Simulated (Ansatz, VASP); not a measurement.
# Two plane-wave programs on NaI

File POSCAR:

```
NaI
1.0
    5.4164807906      0.0000000000      0.0000000000
   -2.7082403953      4.6908099638      0.0000000000
    0.0000000000      0.0000000000      6.4591768406
Na I
2 2
Direct
    0.3333333333      0.6666666667     -0.0625512453
    0.6666666667      0.3333333333      0.4374487547
    0.3333333333      0.6666666667      0.4375512453
    0.6666666667      0.3333333333      0.9375512453
```

The input INCAR.step1:

```
SYSTEM = NaI
PREC = Accurate
ENCUT = 520
EDIFF = 1E-5
ISMEAR = 0
SIGMA = 0.01
LREAL = .FALSE.
LASPH = .TRUE.
NELM = 60
ALGO = Normal
ISIF = 2
LWAVE = .TRUE.
LCHARG = .FALSE.
GGA = PE
NBANDS = 22
LUSENCCL = .FALSE.
```

INCAR.step2

```
SYSTEM = NaI
PREC = Accurate
ENCUT = 520
EDIFF = 1E-7
ISMEAR = 0
SIGMA = 0.01
LREAL = .FALSE.
LASPH = .TRUE.
NELM = 60
ALGO = Normal
ISIF = 2
LWAVE = .FALSE.
LCHARG = .FALSE.
GGA = PE
LHFCALC = .TRUE.
AEXX = 0.35
HFSCREEN = 0.3
PRECFOCK = Normal
ISTART = 1
NBANDS = 22
LUSENCCL = .FALSE.
```

Contents of KPOINTS:

```
regular mesh
0
G
  6 6 2
  0 0 0
```

Input for Ansatz:

```yaml
crystal:
  lattice:
    - [5.4164807906, 0.0, 0.0]
    - [-2.7082403953, 4.6908099638, 0.0]
    - [0.0, 0.0, 6.4591768406]
  atoms:
    - { symbol: Na, position: [0.3333333333, 0.6666666667, -0.0625512453] }
    - { symbol: Na, position: [0.6666666667, 0.3333333333, 0.4374487547] }
    - { symbol: I, position: [0.3333333333, 0.6666666667, 0.4375512453] }
    - { symbol: I, position: [0.6666666667, 0.3333333333, 0.9375512453] }
kpoints:
  mp_grid: { grid: [6, 6, 2] }
hamiltonian:
  xc: { exchange: pbe, correlation: pbe, exx: { coeff: 0.35, omega: 0.3 } }
scf:
  occupations: { method: fixed }
  n_extra_bands: 5
output:
  forces: true
  stress: true
  eigenvalues: true
```

Alike in both runs: task single point; functional PBE-based screened hybrid; k mesh 6 × 6 × 2; no spin polarisation.

|  | VASP | Ansatz |
| --- | --- | --- |
| version | VASP 6.6.1 | Ansatz 0.2.0 |
| potentials or method | VASP PAW PBE potentials, release 64 (Na_pv, I) | plane waves |
| plane-wave cutoff (eV) | 520 | 420 |
| occupations | gaussian, width 0.01 eV | fixed |
| valence electrons in the cell | 28 | 52 |

```tsv
	VASP	Ansatz	Ansatz less VASP
gap on the k mesh at the Fermi level (eV)	4.63	4.65	+0.020
pressure (GPa)	0.1	0.1	-0.01
```

VASP's potentials were made for PBE, not for PBE-based screened hybrid. VASP's potentials hold 28 valence electrons a cell and Ansatz's 52, so a difference there can come from the potentials and not from the codes. Ansatz's warnings: stress exchange threshold loose, stress scf threshold loose.

The k mesh is coarse, so the values compare programs but aren't converged. Spin-orbit coupling is off throughout.
